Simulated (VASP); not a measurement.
Input of a VASP 6.6.1 run:

The input INCAR:

```
ALGO = Normal
EDIFF = 1E-6
ENCUT = 910
GGA = PE
GGA_COMPAT = F
ISIF = 2
ISMEAR = 0
LASPH = T
LCHARG = F
LREAL = F
LWAVE = F
NBANDS = 28
NELM = 120
PREC = Accurate
SIGMA = 0.01
```

KPOINTS

```
k-points
0
Gamma
  6 6 6
```

File POSCAR:

```
BaTiO3
1.0
    3.9853829710      0.0000000000      0.0000000000
    0.0000000000      3.9853829710      0.0000000000
    0.0000000000      0.0000000000      4.2018789183
Ba Ti O
1 1 3
Direct
    0.0000000000      0.0000000000     -0.0106267900
    0.5000000000      0.5000000000      0.4720796103
    0.5000000000      0.5000000000      0.0408532693
    0.5000000000      0.0000000000      0.5203469552
    0.0000000000      0.5000000000      0.5203469552
```

Potentials or basis: VASP PAW PBE potentials, release 64 (Ba_sv, Ti_sv, O_h).

The run is started by

```console
$ cat potpaw_PBE.64/Ba_sv/POTCAR potpaw_PBE.64/Ti_sv/POTCAR potpaw_PBE.64/O_h/POTCAR > POTCAR
$ mpirun -np 1 vasp_std > vasp.out
```

**Question.** What does it give for the band gap on the k mesh?

**Answer.** 1.79 eV (least direct gap 2.36 eV).

**Question.** What does it give for the largest force?

**Answer.** 0.047 eV/Å.

**Question.** Predict the pressure.

**Answer.** 1.2 GPa.

Forces in eV/Å, atoms in the order of the input:
```
Ba   0.000  0.000  0.047
Ti   0.000  0.000  0.040
O    0.000  0.000 -0.044
O    0.000  0.000 -0.021
O    0.000  0.000 -0.021
```

Caveat: the cutoff is under 1.25 times the usual one of these potentials, so pressure, stress and relaxed cells hold a basis-set (Pulay) error; spin-orbit coupling is left out, which moves the levels of the heavy elements. A k mesh can miss the band edges.
